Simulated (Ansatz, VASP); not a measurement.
## Two plane-wave programs on NbSeN

File INCAR:

```
SYSTEM = NbSeN
  PREC = Accurate
  ENCUT = 520
  EDIFF = 1E-7
  ISMEAR = 0
  SIGMA = 0.02
  LREAL = .FALSE.
  LASPH = .TRUE.
  NELM = 80
  ALGO = Fast
  ISIF = 2
  LWAVE = .FALSE.
  LCHARG = .TRUE.
  GGA = PE
  LELF = .TRUE.
  LVHAR = .TRUE.
```

File KPOINTS:

```
regular mesh
0
G
  7 7 4
  0 0 0
```

Contents of POSCAR:

```
NbSeN
1.0
    3.6724980000      0.0000000000      0.0000000000
    0.0000000000      3.6724980000      0.0000000000
    0.0000000000      0.0000000000      6.3781640000
Nb Se N
2 2 2
Direct
    0.0000000000      0.5000000000      0.8269710000
    0.5000000000      0.0000000000      0.1730290000
    0.0000000000      0.5000000000      0.3814760000
    0.5000000000      0.0000000000      0.6185240000
    0.0000000000      0.0000000000      0.0000000000
    0.5000000000      0.5000000000      0.0000000000
```

Contents of input.yaml:

```yaml
crystal:
  lattice:
    - [3.672498, 0.0, 0.0]
    - [0.0, 3.672498, 0.0]
    - [0.0, 0.0, 6.378164]
  atoms:
    - { symbol: Nb, position: [0.0, 0.5, 0.826971] }
    - { symbol: Nb, position: [0.5, 0.0, 0.173029] }
    - { symbol: Se, position: [0.0, 0.5, 0.381476] }
    - { symbol: Se, position: [0.5, 0.0, 0.618524] }
    - { symbol: "N", position: [0.0, 0.0, 0.0] }
    - { symbol: "N", position: [0.5, 0.5, 0.0] }
hamiltonian:
  xc: pbe
  pseudopotentials: { kind: paw }
kpoints:
  mp_grid: { grid: [7, 7, 4] }
scf:
  occupations: { method: gaussian, width: 0.02 }
output:
  forces: true
  stress: true
  eigenvalues: true
  write_density: true
  write_potential: true
  elf: true
  volumetric_format: npy
```

Alike in both runs: task single point; functional PBE; k mesh 7 × 7 × 4; occupations gaussian, width 0.02 eV; no spin polarisation.

|  | VASP | Ansatz |
| --- | --- | --- |
| version | VASP 6.6.1 | Ansatz 0.2.0 |
| potentials or method | VASP PAW PBE potentials, release 64 (Nb_pv, Se, N) | Ansatz PAW |
| plane-wave cutoff (eV) | 520 | 420 |
| valence electrons in the cell | 44 | 68 |

|  | VASP | Ansatz | Ansatz less VASP |
| --- | --- | --- | --- |
| gap on the k mesh at the Fermi level (eV) | none | none | - |
| pressure (GPa) | -0.2 | -3.1 | -2.90 |
| traceless stress, the component that is largest in VASP (GPa) | -0.75 | -0.40 | +0.358 |
| rms of the force components (eV/Å) | 0.034 | 0.169 | +0.1343 |

Atom by atom the forces differ by 0.135 eV/Å (rms over components). A gap of «none» marks a metal or a gap that the smearing closes. One of these differences is far larger than is usual between the two programs; its cause wasn't traced. The functional is the same, so the differences come from potentials, cutoffs and numerics. VASP's potentials hold 44 valence electrons a cell and Ansatz's 68, so a difference there can come from the potentials and not from the codes.
